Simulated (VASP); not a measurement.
# AlN (P1) in VASP: single point with PBE

Aim: the single point of AlN with PBE.

Everything below comes from runs of VASP 6.6.1. Logs are shortened: lines on timing, memory, paths and dates and some standing lists are left out, and cuts for length are marked.

### 1 The cell of the first run

The typed cell holds 2 atoms: a = 3.089 Å, b = 3.089 Å, c = 3.089 Å, α = 60.00°, β = 60.00°, γ = 60.00°.

### 2 Single point, PBE (atom 1 (Al) moved by (-0.300, -0.150) A along x and y)

INCAR

```
SYSTEM = AlN
ALGO = Normal
EDIFF = 1E-6
ENCUT = 520
GGA = PE
ISIF = 2
ISMEAR = 0
LASPH = .True.
LCHARG = .False.
LREAL = .False.
LWAVE = .False.
NBANDS = 11
NELM = 100
PREC = Accurate
SIGMA = 0.05
```

KPOINTS

```
k-points
0
Gamma
  10 10 10
  0 0 0
```

POSCAR

```
AlN
1.0
    0.0000000000      2.1839935596      2.1839935596
    2.1839935596      0.0000000000      2.1839935596
    2.1839935596      2.1839935596      0.0000000000
Al N
1 1
Direct
    0.0343407606     -0.0343407606     -0.1030222818
    0.7500000000      0.7500000000      0.7500000000
```

Potentials or basis: VASP PAW PBE potentials, release 64 (Al, N).

The run is started by

```
> cat potpaw_PBE.64/Al/POTCAR potpaw_PBE.64/N/POTCAR > POTCAR
> mpirun -np 1 vasp_std > vasp.out
```

OUTCAR:

```text
SYSTEM = AlN
   EDIFF = 1E-6
   ENCUT = 520
   GGA = PE
   ISIF = 2
   ISMEAR = 0
   LASPH = .True.
   LREAL = .False.
   NELM = 100
   PREC = Accurate

 ion  position               nearest neighbor table
   1  0.034  0.966  0.897-   2 1.65   2 1.83   2 2.00   2 2.16
   2  0.750  0.750  0.750-   1 1.65   1 1.83   1 2.00   1 2.16

  LATTYP: Found a face centered cubic cell.
 ALAT       =     4.3679871192

  Lattice vectors:

 A1 = (   0.0000000000,   2.1839935596,   2.1839935596)
 A2 = (   2.1839935596,   0.0000000000,   2.1839935596)
 A3 = (   2.1839935596,   2.1839935596,   0.0000000000)

Analysis of symmetry for initial positions (statically):
=====================================================================
 Subroutine PRICEL returns:
 Original cell was already a primitive cell.

 Routine SETGRP: Setting up the symmetry group for a
 face centered cubic supercell.

 Subroutine GETGRP returns: Found  1 space group operations
 (whereof  1 operations were pure point group operations)
 out of a pool of 48 trial point group operations.

The static configuration has the point symmetry C_1 .

Analysis of symmetry for dynamics (positions and initial velocities):
=====================================================================
 Subroutine PRICEL returns:
 Original cell was already a primitive cell.

 Routine SETGRP: Setting up the symmetry group for a
 face centered cubic supercell.

 Subroutine GETGRP returns: Found  1 space group operations
 (whereof  1 operations were pure point group operations)
 out of a pool of 48 trial point group operations.

The dynamic configuration has the point symmetry C_1 .

 Subroutine INISYM returns: Found  1 space group operations
 (whereof  1 operations are pure point group operations),
 and found     1 'primitive' translations

----------------------------------------------------------------------------------------

                                     Primitive cell

  volume of cell :      20.8345

  direct lattice vectors                    reciprocal lattice vectors
     0.000000000  2.183993560  2.183993560    -0.228938404  0.228938404  0.228938404
     2.183993560  0.000000000  2.183993560     0.228938404 -0.228938404  0.228938404
     2.183993560  2.183993560  0.000000000     0.228938404  0.228938404 -0.228938404

  length of vectors
     3.088633312  3.088633312  3.088633312     0.396532948  0.396532948  0.396532948

  position of ions in fractional coordinates (direct lattice)
     0.034340761  0.965659239  0.896977718
     0.750000000  0.750000000  0.750000000

  ion indices of the primitive-cell ions
[... 79 lines left out ...]
   IBRION =     -1    ionic relax: 0-MD 1-quasi-New 2-CG
   NFREE  =      0    steps in history (QN), initial steepest desc. (CG)
   ISIF   =      2    stress and relaxation
   ISYM   =      2    0-nonsym 1-usesym 2-fastsym
   POTIM  = 0.5000    time-step for ionic-motion
   TEBEG  =    0.0;   TEEND  =   0.0 temperature during run
   PSTRESS=    0.0 pullay stress
   NELECT =       8.0000    total number of electrons
   NUPDOWN=      -1.0000    fix difference up-down
   EMIN   =  10.00;   EMAX   =-10.00  energy-range for DOS
   EFERMI =   0.00;   METHOD = LEGACY
   ISMEAR =     0;   SIGMA  =   0.05  broadening in eV -4-tet -1-fermi 0-gaus
   EFERMI_NEDOS =   21; number of points for ismear=-14 and -15
   IALGO  =     38    algorithm
   IMIX   =      4    mixing-type and parameters
     AMIX     =   0.40;   BMIX     =  1.00
     AMIX_MAG =   1.60;   BMIX_MAG =  1.00
  volume/ion in A,a.u.               =      10.42        70.30
  Fermi-wavevector in a.u.,A,eV,Ry     =   1.189899  2.248583 19.263943  1.415860
  Thomas-Fermi vector in A             =   2.325996
   LORBIT       =      0    0 simple, 1 ext, 2 COOP (PROOUT), +10 PAW based schemes
   GGA     = PE    functional components
   LHFCALC =     F    Hartree Fock is set to
   AEXX    =    0.0000 exact exchange contribution
   IVDW    =     0    specifies the selected vdW correction
   LEPSILON=     F    determine dielectric tensor
   LRPA    =     F    only Hartree local field effects (RPA)
 non-spin polarized calculation
 Gauss-broadening in eV      SIGMA  =   0.05
  energy-cutoff  :      520.00
  volume of cell :       20.83
 maximum number of plane-waves:       571
   NGX = 11   NGY = 11   NGZ = 11

 number of electron       8.0000000 magnetization

 Free energy of the ion-electron system (eV)
  ---------------------------------------------------
  ext. energy  EPLUGINS =         0.00000000
  ---------------------------------------------------
  free energy    TOTEN  =       -13.97961431 eV

  energy without entropy =      -13.97961431  energy(sigma->0) =      -13.97961431

 E-fermi :   6.9304     XC(G=0): -10.9218

 val. band max:        6.6759362885   @ k =   0.0000   0.0000   0.0000
 cond. band min:       9.1866595889   @ k =   0.5000   0.5000   0.0000
 fundamental gap:      2.5107233005
 Fermi energy:         6.9303711270

 k-point     1 :       0.0000    0.0000    0.0000
  band No.  band energies     occupation
      1      -9.0478      2.00000
      2       5.0791      2.00000
      3       5.9731      2.00000
      4       6.6759      2.00000
      5       9.9122      0.00000
      6      18.4581      0.00000
      7      18.5478      0.00000
      8      18.7476      0.00000
      9      23.2749      0.00000
     10      23.3651      0.00000
     11      24.1041      0.00000
[... 309 lines left out ...]
 k-point    24 :       0.1000    0.0000    0.1000
  band No.  band energies     occupation
      1      -8.8543      2.00000
      2       4.6201      2.00000
      3       5.6614      2.00000
      4       6.2703      2.00000
      5      10.7620      0.00000
      6      17.4569      0.00000
      7      18.7334      0.00000
      8      19.3918      0.00000
      9      20.6463      0.00000
     10      23.7973      0.00000
     11      25.1108      0.00000

 [... further k-points ...]
[... 5 lines left out ...]
  --------------------------------------------------------------------------------------
  -------------------------------------------------------------------------------------
  Total        1.0121900      2.7532824      3.6585546      1.6224446      3.4522517      1.9550819
  in kB       77.8374432    211.7275061    281.3429727    124.7660401    265.4782717    150.3458660
  external PRESSURE =     190.3026406 kB  Pullay stress =       0.0000000 kB

 VOLUME and BASIS-vectors are now :
 -----------------------------------------------------------------------------
  energy-cutoff  :      520.00
  volume of cell :       20.83
      direct lattice vectors                 reciprocal lattice vectors
     0.000000000  2.183993560  2.183993560    -0.228938404  0.228938404  0.228938404
     2.183993560  0.000000000  2.183993560     0.228938404 -0.228938404  0.228938404
     2.183993560  2.183993560  0.000000000     0.228938404  0.228938404 -0.228938404

 POSITION                                       TOTAL-FORCE (eV/Angst)
 -----------------------------------------------------------------------------------
      4.06799      2.03399      2.18399         4.445393      3.031804      3.016013
      3.27599      3.27599      3.27599        -4.445393     -3.031804     -3.016013
 -----------------------------------------------------------------------------------
    total drift:                               -0.000759     -0.000409     -0.000344

  FREE ENERGIE OF THE ION-ELECTRON SYSTEM (eV)
  ---------------------------------------------------
  free  energy   TOTEN  =       -13.9796143100 eV

  energy  without entropy=      -13.9796143100  energy(sigma->0) =      -13.97961431
```

stdout:

```text
POSCAR found type information on POSCAR AlN
 POSCAR found :  2 types and       2 ions
 scaLAPACK will be used
 LDA part: xc-table for (Slater+PW92), standard interpolation
 POSCAR, INCAR and KPOINTS ok, starting setup
 FFT: planning ... GRIDC
 FFT: planning ... GRID_SOFT
 FFT: planning ... GRID
 WAVECAR not read
 entering main loop
```

Run time: 27 s. Hardware: 1 thread of Intel Xeon 6975P-C (Granite Rapids), shared host; peak memory 0.21 GiB.

Results:

```yaml
Free_energy: -13.9796 eV
Pressure: 19.0 GPa
Largest_force: 6.168 eV/Å
Band_gap_on_the_k_mesh: 2.51 eV, indirect (least direct gap 3.24 eV)
```

Forces in eV/Å, atoms in the order of the input:
```
Al   4.445  3.032  3.016
N   -4.445 -3.032 -3.016
```

Stress tensor (GPa, compression positive):
```
 7.78 12.48 15.03
12.48 21.17 26.55
15.03 26.55 28.13
```

Caveat: the cell differs from its parent crystal (atom 1 (Al) moved by (-0.300, -0.150) A along x and y); forces of over 1 eV/Å act on the atoms, so gaps and moduli don't describe the material at rest.
